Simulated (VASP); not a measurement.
# MoW2 (P6/mmm) in VASP: further runs

The runs below take MoW2 through single point, relaxation of cell and atoms, with PBE.

Everything below comes from runs of VASP 6.6.1. Logs are shortened: lines on timing, memory, paths and dates and some standing lists are left out, and cuts for length are marked.

## 1. The cell of the first run

The structure is hexagonal, space group P6/mmm (No. 191). The conventional cell has a = 4.688 Å, b = 4.688 Å, c = 2.595 Å, α = 90.00°, β = 90.00°, γ = 120.00°. Mo (site symmetry 6/mmm) has 2 Mo at 2.59 Å and 12 W at 3.00 Å within 3.4 Å. W (site symmetry -6m2) has 5 W at 2.59 to 2.71 Å and 6 Mo at 3.00 Å within 3.4 Å.

## 2. Single point, PBE

File INCAR:

```
SYSTEM = MoW2
  ALGO = Fast
  EDIFF = 1E-6
  ENCUT = 520
  GGA = PE
  ISIF = 2
  ISMEAR = 0
  LASPH = .TRUE.
  LCHARG = .TRUE.
  LELF = .TRUE.
  LREAL = .FALSE.
  LVHAR = .TRUE.
  LWAVE = .FALSE.
  NBANDS = 28
  NELM = 80
  PREC = Accurate
  SIGMA = 0.1
```

File KPOINTS:

```
k-points
0
G
  12 12 18
  0 0 0
```

File POSCAR:

```
MoW2
1.0
    4.6877796886      0.0000000000      0.0000000000
   -2.3438898443      4.0597362976      0.0000000000
    0.0000000000      0.0000000000      2.5946434371
Mo W
1 2
Direct
    0.0000000000      0.0000000000      0.0000000000
    0.3333333333      0.6666666667      0.5000000000
    0.6666666667      0.3333333333      0.5000000000
```

Potentials or basis: VASP PAW PBE potentials, release 64 (Mo_sv, W_sv).

Command:

```sh
$ cat potpaw_PBE.64/Mo_sv/POTCAR potpaw_PBE.64/W_sv/POTCAR > POTCAR
$ mpirun -np 1 vasp_std > vasp.out
```

OUTCAR:

```text
SYSTEM = MoW2
   EDIFF = 1E-6
   ENCUT = 520
   GGA = PE
   ISIF = 2
   ISMEAR = 0
   LASPH = .TRUE.
   LREAL = .FALSE.
   NELM = 80
   PREC = Accurate

 ion  position               nearest neighbor table
   1  0.000  0.000  0.000-   2 3.00   3 3.00   2 3.00   3 3.00   2 3.00   2 3.00   3 3.00   3 3.00
                             3 3.00   3 3.00   2 3.00   2 3.00
   2  0.333  0.667  0.500-   3 2.71   3 2.71   3 2.71   1 3.00   1 3.00   1 3.00   1 3.00   1 3.00
                             1 3.00
   3  0.667  0.333  0.500-   2 2.71   2 2.71   2 2.71   1 3.00   1 3.00   1 3.00   1 3.00   1 3.00
                             1 3.00

  LATTYP: Found a hexagonal cell.
 ALAT       =     4.6877796886
 C/A-ratio  =     0.5534909082

  Lattice vectors:

 A1 = (   4.6877796886,   0.0000000000,   0.0000000000)
 A2 = (  -2.3438898443,   4.0597362976,   0.0000000000)
 A3 = (   0.0000000000,   0.0000000000,   2.5946434371)

Analysis of symmetry for initial positions (statically):
=====================================================================
 Subroutine PRICEL returns:
 Original cell was already a primitive cell.

 Routine SETGRP: Setting up the symmetry group for a
 hexagonal supercell.

 Subroutine GETGRP returns: Found 24 space group operations
 (whereof 24 operations were pure point group operations)
 out of a pool of 24 trial point group operations.

The static configuration has the point symmetry D_6h.

Analysis of symmetry for dynamics (positions and initial velocities):
=====================================================================
 Subroutine PRICEL returns:
 Original cell was already a primitive cell.

 Routine SETGRP: Setting up the symmetry group for a
 hexagonal supercell.

 Subroutine GETGRP returns: Found 24 space group operations
 (whereof 24 operations were pure point group operations)
 out of a pool of 24 trial point group operations.

The dynamic configuration has the point symmetry D_6h.

 Subroutine INISYM returns: Found 24 space group operations
 (whereof 24 operations are pure point group operations),
 and found     1 'primitive' translations

----------------------------------------------------------------------------------------

                                     Primitive cell

  volume of cell :      49.3790

  direct lattice vectors                    reciprocal lattice vectors
     4.687779689  0.000000000  0.000000000     0.213320605  0.123160709  0.000000000
    -2.343889844  4.059736298  0.000000000     0.000000000  0.246321418  0.000000000
     0.000000000  0.000000000  2.594643437     0.000000000  0.000000000  0.385409411

  length of vectors
     4.687779689  4.687779689  2.594643437     0.246321418  0.246321418  0.385409411

  position of ions in fractional coordinates (direct lattice)
     0.000000000  0.000000000  0.000000000
     0.333333333  0.666666667  0.500000000
     0.666666667  0.333333333  0.500000000

  ion indices of the primitive-cell ions
   primitive index   ion index
                 1           1
                 2           2
                 3           3

----------------------------------------------------------------------------------------

 KPOINTS: k-points

Automatic generation of k-mesh.
 Grid dimensions read from file:
 generate k-points for:   12   12   18

 Generating k-lattice:

  Cartesian coordinates                     Fractional coordinates (reciprocal lattice)
     0.017776717  0.010263392  0.000000000     0.083333333  0.000000000  0.000000000
     0.000000000  0.020526785  0.000000000     0.000000000  0.083333333  0.000000000
     0.000000000  0.000000000  0.021411634     0.000000000  0.000000000  0.055555556

  Length of vectors
     0.020526785  0.020526785  0.021411634

  Shift w.r.t. Gamma in fractional coordinates (k-lattice)
     0.000000000  0.000000000  0.000000000

 Subroutine IBZKPT returns following result:
 ===========================================

 Found    190 irreducible k-points:

 Following reciprocal coordinates:
            Coordinates               Weight
  0.000000  0.000000  0.000000      1.000000
  0.083333 -0.000000  0.000000      6.000000
  0.166667 -0.000000  0.000000      6.000000
  0.250000 -0.000000  0.000000      6.000000
  0.333333  0.000000  0.000000      6.000000
  0.416667 -0.000000  0.000000      6.000000
[... 16 lines left out ...]
  0.250000 -0.000000  0.055556     12.000000
  0.333333  0.000000  0.055556     12.000000
 [... further k-points ...]
   k-points           NKPTS =    190   k-points in BZ     NKDIM =    190   number of bands    NBANDS=     28
   number of dos      NEDOS =    301   number of ions     NIONS =      3
   total plane-waves  NPLWV =  25920
   dimension x,y,z NGX =    36 NGY =   36 NGZ =   20
   dimension x,y,z NGXF=    72 NGYF=   72 NGZF=   40
   ions per type =               1   2
   NGX,Y,Z   is equivalent  to a cutoff of  12.77, 12.77, 12.81 a.u.
   NGXF,Y,Z  is equivalent  to a cutoff of  25.53, 25.53, 25.63 a.u.
 SYSTEM =  MoW2
   PREC   = accura    normal or accurate (medium, high low for compatibility)
   ISTART =      0    job   : 0-new  1-cont  2-samecut
   ICHARG =      2    charge: 1-file 2-atom 10-const
   ISPIN  =      1    spin polarized calculation?
   LNONCOLLINEAR =      F non collinear calculations
   LSORBIT =      F    spin-orbit coupling
   LASPH  =      T    aspherical Exc in radial PAW
   ENCUT  =  520.0 eV  38.22 Ry    6.18 a.u.   8.72  8.72  4.82*2*pi/ulx,y,z
   NELM   =     80;   NELMIN=  2; NELMDL= -5     # of ELM steps
   EDIFF  = 0.1E-05   stopping-criterion for ELM
   LREAL  =      F    real-space projection
   EDIFFG = 0.1E-04   stopping-criterion for IOM
   NSW    =      0    number of steps for IOM
   IBRION =     -1    ionic relax: 0-MD 1-quasi-New 2-CG
   NFREE  =      0    steps in history (QN), initial steepest desc. (CG)
   ISIF   =      2    stress and relaxation
   ISYM   =      2    0-nonsym 1-usesym 2-fastsym
   POTIM  = 0.5000    time-step for ionic-motion
   TEBEG  =    0.0;   TEEND  =   0.0 temperature during run
   PSTRESS=    0.0 pullay stress
   NELECT =      42.0000    total number of electrons
   NUPDOWN=      -1.0000    fix difference up-down
   EMIN   =  10.00;   EMAX   =-10.00  energy-range for DOS
   EFERMI =   0.00;   METHOD = LEGACY
   ISMEAR =     0;   SIGMA  =   0.10  broadening in eV -4-tet -1-fermi 0-gaus
   EFERMI_NEDOS =   21; number of points for ismear=-14 and -15
   IALGO  =     68    algorithm
   IMIX   =      4    mixing-type and parameters
     AMIX     =   0.40;   BMIX     =  1.00
     AMIX_MAG =   1.60;   BMIX_MAG =  1.00
  volume/ion in A,a.u.               =      16.46       111.08
  Fermi-wavevector in a.u.,A,eV,Ry     =   1.551114  2.931180 32.734997  2.405954
  Thomas-Fermi vector in A             =   2.655680
   LORBIT       =      0    0 simple, 1 ext, 2 COOP (PROOUT), +10 PAW based schemes
   GGA     = PE    functional components
   LHFCALC =     F    Hartree Fock is set to
   AEXX    =    0.0000 exact exchange contribution
   IVDW    =     0    specifies the selected vdW correction
   LEPSILON=     F    determine dielectric tensor
   LRPA    =     F    only Hartree local field effects (RPA)
 non-spin polarized calculation
 RMM-DIIS sequential band-by-band and
 Gauss-broadening in eV      SIGMA  =   0.10
  energy-cutoff  :      520.00
  volume of cell :       49.38
 maximum number of plane-waves:      1354
 NGX is ok and might be reduce to    36
   NGX = 17   NGY = 17   NGZ =  9

 number of electron      42.0000002 magnetization

 Free energy of the ion-electron system (eV)
  ---------------------------------------------------
  ext. energy  EPLUGINS =         0.00000000
  ---------------------------------------------------
  free energy    TOTEN  =       -35.27849105 eV

  energy without entropy =      -35.25403865  energy(sigma->0) =      -35.26626485

 E-fermi :  10.9788     XC(G=0): -13.2924

 val. band max:       10.9787408707   @ k =   0.1667  -0.0000   0.2778
 cond. band min:      10.9833428917   @ k =   0.2500   0.0833   0.3889
 fundamental gap:      0.0046020210
 Fermi energy:        10.9788312826

 k-point     1 :       0.0000    0.0000    0.0000
  band No.  band energies     occupation
      1     -62.8615      2.00000
      2     -62.7575      2.00000
      3     -50.0396      2.00000
      4     -27.3875      2.00000
      5     -27.3875      2.00000
      6     -26.7507      2.00000
[... 20 lines left out ...]
     27      15.9894      0.00000
     28      15.9894      0.00000

 k-point     2 :       0.0833   -0.0000    0.0000
  band No.  band energies     occupation
      1     -62.8599      2.00000
      2     -62.7591      2.00000
      3     -50.0396      2.00000
      4     -27.3936      2.00000
      5     -27.3814      2.00000
      6     -26.7550      2.00000
[... 20 lines left out ...]
     27      15.8539      0.00000
     28      15.9717      0.00000

 k-point     3 :       0.1667   -0.0000    0.0000
  band No.  band energies     occupation
      1     -62.8554      2.00000
      2     -62.7637      2.00000
      3     -50.0398      2.00000
      4     -27.4096      2.00000
      5     -27.3625      2.00000
      6     -26.7696      2.00000
[... 20 lines left out ...]
     27      15.4981      0.00000
     28      15.9185      0.00000

 k-point     4 :       0.2500   -0.0000    0.0000
  band No.  band energies     occupation
      1     -62.8483      2.00000
      2     -62.7708      2.00000
      3     -50.0399      2.00000
      4     -27.4303      2.00000
      5     -27.3302      2.00000
      6     -26.7975      2.00000
[... 578 lines left out ...]
     27      15.3039      0.00000
     28      15.7298      0.00000

 k-point    23 :       0.2500   -0.0000    0.0556
  band No.  band energies     occupation
      1     -62.8449      2.00000
      2     -62.7674      2.00000
      3     -50.0341      2.00000
      4     -27.4244      2.00000
      5     -27.3247      2.00000
      6     -26.7930      2.00000
[... 20 lines left out ...]
     27      14.8718      0.00000
     28      15.6277      0.00000

 k-point    24 :       0.3333    0.0000    0.0556
  band No.  band energies     occupation
      1     -62.8362      2.00000
      2     -62.7762      2.00000
      3     -50.0342      2.00000
      4     -27.4438      2.00000
      5     -27.2822      2.00000
      6     -26.8331      2.00000
[... 20 lines left out ...]
     27      14.7520      0.00000
     28      15.4896      0.00000

 [... further k-points ...]
[... 5 lines left out ...]
  --------------------------------------------------------------------------------------
  -------------------------------------------------------------------------------------
  Total        0.1345784      0.1345784      0.2580456      0.0000000     -0.0000000      0.0000000
  in kB        4.3665991      4.3665991      8.3726761      0.0000000     -0.0000000      0.0000000
  external PRESSURE =       5.7019581 kB  Pullay stress =       0.0000000 kB

 VOLUME and BASIS-vectors are now :
 -----------------------------------------------------------------------------
  energy-cutoff  :      520.00
  volume of cell :       49.38
      direct lattice vectors                 reciprocal lattice vectors
     4.687779689  0.000000000  0.000000000     0.213320605  0.123160709  0.000000000
    -2.343889844  4.059736298  0.000000000     0.000000000  0.246321418  0.000000000
     0.000000000  0.000000000  2.594643437     0.000000000  0.000000000  0.385409411

 POSITION                                       TOTAL-FORCE (eV/Angst)
 -----------------------------------------------------------------------------------
      0.00000      0.00000      0.00000         0.000000     -0.000000      0.000000
     -0.00000      2.70649      1.29732        -0.000000      0.000000     -0.000000
      2.34389      1.35325      1.29732         0.000000     -0.000000      0.000000
 -----------------------------------------------------------------------------------
    total drift:                                0.000000      0.000000     -0.000000

  FREE ENERGIE OF THE ION-ELECTRON SYSTEM (eV)
  ---------------------------------------------------
  free  energy   TOTEN  =       -35.2784910512 eV

  energy  without entropy=      -35.2540386492  energy(sigma->0) =      -35.26626485
```

It took 9.7 min on 1 thread of AMD EPYC 7R13, shared host; peak memory 0.31 GiB.

Results:

```
Free energy            : -35.2785 eV
Pressure               : 0.6 GPa
Band gap on the k mesh : zero (band 21 reaches 11.57 eV, above the bottom of band 22 at 10.59 eV)
```

Caveat: spin-orbit coupling is left out, which moves the levels of the heavy elements.

## 3. Relaxation of cell and atoms, PBE

File INCAR:

```
SYSTEM = MoW2
ALGO     = Fast           ! electronic algorithm
EDIFF    = 1E-7           ! SCF threshold, eV
EDIFFG   = -0.01          ! ionic threshold
ENCUT    = 600            ! plane-wave cutoff, eV
GGA      = PE             ! functional
IBRION   = 2              ! ionic algorithm
ISIF     = 3              ! what is computed and relaxed
ISMEAR   = 0              ! smearing method
LASPH    = .TRUE.         ! aspherical terms in the spheres
LCHARG   = .FALSE.        ! write CHGCAR
LREAL    = .FALSE.        ! projectors in reciprocal space
LWAVE    = .FALSE.        ! write WAVECAR
NELM     = 80             ! most SCF steps
NSW      = 100            ! ionic steps
PREC     = Accurate       ! precision mode
SIGMA    = 0.1            ! smearing width, eV
```

KPOINTS is that of step 2.

File POSCAR:

```
MoW2
1.0
    4.7012635406      0.0000000000      0.0000000000
   -2.3506317703      4.0714136561      0.0000000000
    0.0000000000      0.0000000000      2.5781374125
Mo W
1 2
Direct
    0.0000000000      0.0000000000      0.0000000000
    0.3333333333      0.6666666667      0.5000000000
    0.6666666667      0.3333333333      0.5000000000
```

Potentials or basis: VASP PAW PBE potentials, release 64 (Mo_sv, W_sv).

Command:

```sh
$ cat potpaw_PBE.64/Mo_sv/POTCAR potpaw_PBE.64/W_sv/POTCAR > POTCAR
$ mpirun -np 1 vasp_std > vasp.out
```

Wall time 47 min (1 thread of AMD EPYC 7R13, shared host); peak memory 0.38 GiB.

Results (log left out):

| Property | Result |
| --- | --- |
| Free energy | -35.2788 eV |
| Relaxed volume | 16.49 Å³/atom |
| Relaxed cell | a = 4.690 Å, b = 4.690 Å, c = 2.598 Å, α = 90.00°, β = 90.00°, γ = 120.00° |
| Space group after relaxing (to 0.05 Å) | P6/mmm (No. 191) |
| Energy gained by relaxing | 1.7 meV/atom |
| Ionic steps | 5 |
| Pressure after relaxing | 0.0 GPa |
| Band gap on the k mesh | zero (band 21 reaches 11.54 eV, above the bottom of band 22 at 10.56 eV) |

Step by step:
```csv
step,energy change (eV),largest force (eV/Å),pressure (GPa),volume (Å³)
1,0.0000,0.0000,1.00,49.35
2,0.0088,0.0000,-3.26,50.07
3,-0.0048,0.0000,-0.66,49.62
4,-0.0039,0.0000,1.17,49.25
5,-0.0051,0.0000,-0.02,49.48
```

Final structure:
```cif
data_structure
_symmetry_space_group_name_H-M 'P 1'
_symmetry_Int_Tables_number 1
_cell_length_a 4.6898
_cell_length_b 4.6898
_cell_length_c 2.5980
_cell_angle_alpha 90.000
_cell_angle_beta 90.000
_cell_angle_gamma 120.000
_cell_volume 49.48
loop_
_atom_site_label
_atom_site_type_symbol
_atom_site_fract_x
_atom_site_fract_y
_atom_site_fract_z
_atom_site_occupancy
Mo1 Mo 0.00000 0.00000 0.00000 1
W1 W 0.33333 0.66667 0.50000 1
W2 W 0.66667 0.33333 0.50000 1
```

Levels at points of the mesh, in eV from the Fermi level:
```tsv
k point	band 17	band 18	band 19	band 20	band 21	band 22	band 23	band 24	band 25
(0.00, 0.00, 0.00)	-2.42	-2.25	-2.21	-2.21	-0.35	-0.35	1.70	1.70	2.31
(0.50, 0.00, 0.00)	-3.07	-2.66	-2.16	-2.11	0.59	0.90	1.89	1.94	2.57
(0.00, 0.00, 0.50)	-3.94	-1.95	-0.97	-0.97	0.29	0.29	2.46	2.46	3.61
(0.50, 0.00, 0.50)	-2.27	-2.17	-1.74	-0.39	-0.16	0.49	1.15	2.66	2.72
```

Caveat: spin-orbit coupling is left out, which moves the levels of the heavy elements.
